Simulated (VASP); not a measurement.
A run of VASP 6.6.1 is set up as follows.

File INCAR:

```
SYSTEM = HfS2
PREC     = Accurate       ! precision mode
ENCUT    = 500            ! plane-wave cutoff, eV
EDIFF    = 1E-7           ! SCF threshold, eV
ISMEAR   = -1             ! smearing method
SIGMA    = 0.02           ! smearing width, eV
LREAL    = .False.        ! projectors in reciprocal space
LASPH    = .True.         ! aspherical terms in the spheres
NELM     = 120            ! most SCF steps
ALGO     = Normal         ! electronic algorithm
ISIF     = 3              ! what is computed and relaxed
LWAVE    = .False.        ! write WAVECAR
LCHARG   = .False.        ! write CHGCAR
GGA      = PE             ! functional
IVDW     = 12             ! dispersion correction
IBRION   = 2              ! ionic algorithm
NSW      = 80             ! ionic steps
EDIFFG   = -0.005         ! ionic threshold
GGA_COMPAT= .False.      
NELMIN   = 4
```

The input KPOINTS:

```
Automatic mesh
0
Gamma
  6 6 4
  0 0 0
```

File POSCAR:

```
HfS2
1.0
    4.0792851200      0.0000000000      0.0000000000
   -2.0396425600      3.5327645432      0.0000000000
    0.0000000000      0.0000000000      6.2326373440
Hf S
1 2
Direct
    0.0000000000      0.0000000000      0.0000000000
    0.3333333333      0.6666666667      0.2659498027
    0.6666666667      0.3333333333      0.7340501973
```

Potentials or basis: VASP PAW PBE potentials, release 64 (Hf_pv, S).

The run is started by

```sh
$ cat potpaw_PBE.64/Hf_pv/POTCAR potpaw_PBE.64/S/POTCAR > POTCAR
$ mpirun -np 1 vasp_std > vasp.out
```

**Question.** Estimate the relaxed volume.

**Answer.** 21.57 Å³/atom.

**Question.** Estimate the band gap on the k mesh.

**Answer.** 0.87 eV (least direct gap 1.83 eV).

**Question.** Predict the relaxed cell.

**Answer.** a = 3.603 Å, b = 3.603 Å, c = 5.756 Å, α = 90.00°, β = 90.00°, γ = 120.00°.

Final structure:
```cif
data_structure
_symmetry_space_group_name_H-M 'P 1'
_symmetry_Int_Tables_number 1
_cell_length_a 3.6033
_cell_length_b 3.6033
_cell_length_c 5.7556
_cell_angle_alpha 90.000
_cell_angle_beta 90.000
_cell_angle_gamma 120.000
_cell_volume 64.72
loop_
_atom_site_label
_atom_site_type_symbol
_atom_site_fract_x
_atom_site_fract_y
_atom_site_fract_z
_atom_site_occupancy
Hf1 Hf 0.00000 0.00000 0.00000 1
S1 S 0.33333 0.66667 0.25208 1
S2 S 0.66667 0.33333 0.74792 1
```

Caveat: the volume moved by over 15 % at a fixed basis, so the end points are rough; spin-orbit coupling is left out, which moves the levels of the heavy elements. A k mesh can miss the band edges.
